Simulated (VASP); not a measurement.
TaSi2: relaxation of cell and atoms with PBE

Crystal: TaSi2.

```xyz
6
Lattice="2.9523 -0.0028 0.0452 -0.0048 5.2165 0.0317 0.0961 0.0389 6.3017" Properties=species:S:1:pos:R:3 pbc="T T T"
Ta    1.5200    0.9652    3.1398
Ta    0.0444    3.5108    3.2229
Si   -0.0680    1.6488    1.2111
Si    1.5588    4.3787    1.2006
Si    0.0754    1.7298    5.1000
Si    1.5707    4.3982    5.1991
```

```json
{"Program": "VASP 6.6.1", "Task": "relaxation of cell and atoms", "Functional": "PBE", "Potentials or basis": "VASP PAW PBE potentials, release 64 (Ta_pv, Si)", "Cutoff": "600 eV", "k mesh": "8 × 4 × 4", "Occupations": "gaussian, width 0.2 eV", "Spin": "no spin polarisation", "Dipole correction": "no", "Further INCAR settings": "ALGO = Fast; EDIFF = 1e-06; IBRION = 2; EDIFFG = -0.025; NSW = 80; ISIF = 3"}
```

The relaxed volume is 16.49 Å³/atom, the relaxed cell is a = 2.952 Å, b = 5.331 Å, c = 6.314 Å, α = 90.01°, β = 90.00°, γ = 95.14° and the space group after relaxing (to 0.1 Å) is Amm2 (No. 38). The energy gained by relaxing is 61.5 meV/atom, the ionic steps are 23 and the pressure after relaxing is 0.0 GPa. The largest force after relaxing is 0.024 eV/Å. The band gap on the k mesh is zero (bands 19 and 20 overlap by 2.77 eV).

Forces in eV/Å, atoms in the order of the input:
```
Ta   0.011 -0.003 -0.005
Ta  -0.006  0.000 -0.003
Si   0.016  0.002  0.001
Si  -0.022  0.007 -0.006
Si   0.004  0.000  0.009
Si  -0.003 -0.005  0.004
```

Step by step:
```
step  energy change (eV)  largest force (eV/Å)  pressure (GPa)  volume (Å³)
   1              0.0000                1.9847            4.67        97.02
   2             -0.0901                0.9394           -7.13       103.73
   3             -0.2143                0.4036           -2.70       100.66
   4             -0.2437                0.4891            1.86        97.91
   5             -0.2509                0.3951            0.38        98.73
   6             -0.2739                0.2689            0.49        98.59
   7             -0.3032                0.7660            1.09        98.14
   8             -0.3044                0.5501            0.91        98.25
   9             -0.3167                0.5793            0.61        98.43
  10             -0.3321                0.6431           -0.05        98.88
  11             -0.3418                0.4738            0.00        98.86
  12             -0.3536                0.2143            0.21        98.79
  13             -0.3582                0.1604           -0.02        98.92
  14             -0.3631                0.1734           -0.55        99.21
  15             -0.3667                0.1177            0.12        98.83
  16             -0.3672                0.0921            0.46        98.64
  17             -0.3687                0.0447            0.06        98.90
  18             -0.3688                0.0484           -0.01        98.94
  19             -0.3690                0.0354           -0.02        98.95
  20             -0.3691                0.0277           -0.02        98.96
  21             -0.3690                0.0424           -0.01        98.98
  22             -0.3691                0.0277           -0.02        98.97
  23             -0.3692                0.0239            0.00        98.95
```

Final structure:
```cif
data_structure
_symmetry_space_group_name_H-M 'P 1'
_symmetry_Int_Tables_number 1
_cell_length_a 2.9516
_cell_length_b 5.3313
_cell_length_c 6.3135
_cell_angle_alpha 90.005
_cell_angle_beta 89.996
_cell_angle_gamma 95.137
_cell_volume 98.95
loop_
_atom_site_label
_atom_site_type_symbol
_atom_site_fract_x
_atom_site_fract_y
_atom_site_fract_z
_atom_site_occupancy
Ta1 Ta 0.48224 0.16341 0.50007 1
Ta2 Ta 0.98998 0.66355 0.50001 1
Si1 Si 0.99643 0.33463 0.18459 1
Si2 Si 0.51775 0.83482 0.18515 1
Si3 Si 0.99905 0.33509 0.81524 1
Si4 Si 0.51455 0.83516 0.81494 1
```

Levels at points of the mesh, in eV from the Fermi level:
| k point | band 17 | band 18 | band 19 | band 20 | band 21 | band 22 |
| --- | --- | --- | --- | --- | --- | --- |
| (0.00, 0.00, 0.00) | -0.88 | 0.67 | 0.95 | 0.98 | 1.76 | 2.17 |
| (0.50, 0.00, 0.00) | -2.33 | -2.16 | -1.10 | -0.93 | -0.51 | -0.40 |
| (0.00, 0.50, 0.00) | -1.14 | -1.12 | 1.34 | 1.37 | 1.38 | 1.38 |
| (0.50, 0.50, 0.00) | -1.65 | -0.83 | -0.73 | 0.81 | 0.94 | 1.08 |
| (0.00, 0.00, 0.50) | -0.87 | 0.46 | 1.00 | 1.66 | 2.50 | 2.54 |
| (0.50, 0.00, 0.50) | -1.86 | -1.69 | -1.56 | -1.43 | 0.43 | 0.49 |
| (0.00, 0.50, 0.50) | -1.24 | -1.21 | 1.15 | 1.20 | 1.98 | 2.01 |
| (0.50, 0.50, 0.50) | -2.66 | -2.34 | -1.08 | 0.62 | 2.75 | 2.90 |

Run time: 52 min on 1 thread of Oxide Virtual Turin-like Processor (shared host), peak memory 0.3 GiB.

Caveat: spin-orbit coupling is left out, which moves the levels of the heavy elements.
